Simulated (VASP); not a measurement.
Input of a VASP 6.6.1 run:

The input INCAR:

```
SYSTEM = Li2Rh
ALGO     = Normal         ! electronic algorithm
EDIFF    = 1E-7           ! SCF threshold, eV
EDIFFG   = -0.01          ! ionic threshold
ENCUT    = 600            ! plane-wave cutoff, eV
GGA      = PE             ! functional
IBRION   = 2              ! ionic algorithm
ISIF     = 3              ! what is computed and relaxed
ISMEAR   = 0              ! smearing method
LASPH    = .True.         ! aspherical terms in the spheres
LCHARG   = .False.        ! write CHGCAR
LREAL    = .False.        ! projectors in reciprocal space
LWAVE    = .False.        ! write WAVECAR
NELM     = 100            ! most SCF steps
NSW      = 100            ! ionic steps
PREC     = Accurate       ! precision mode
SIGMA    = 0.1            ! smearing width, eV
```

The input KPOINTS:

```
k-points
0
Gamma
  21 21 8
  0 0 0
```

The input POSCAR:

```
Li2Rh
1.0
    2.7279122113      0.0000000000      0.0000000000
   -1.3639561057      2.3624412743      0.0000000000
    0.0000000000      0.0000000000      6.8790497569
Li Rh
2 1
Direct
    0.3333333333      0.6666666667      0.3004791106
    0.6666666667      0.3333333333      0.6995208894
    0.0000000000      0.0000000000      0.0000000000
```

Potentials or basis: VASP PAW PBE potentials, release 64 (Li_sv, Rh_pv).

Launch:

```sh
$ cat potpaw_PBE.64/Li_sv/POTCAR potpaw_PBE.64/Rh_pv/POTCAR > POTCAR
$ mpirun -np 1 vasp_std > vasp.out
```

Predict the relaxed cell.

a = 2.720 Å, b = 2.720 Å, c = 6.878 Å, α = 90.00°, β = 90.00°, γ = 120.00°.

What does it give for the relaxed volume?

14.70 Å³/atom.

Stress tensor (GPa, compression positive):
```
 0.02  0.00  0.00
 0.00  0.02  0.00
 0.00  0.00 -0.09
```

Caveat: the cutoff is under 1.25 times the usual one of these potentials, so pressure, stress and relaxed cells hold a basis-set (Pulay) error.
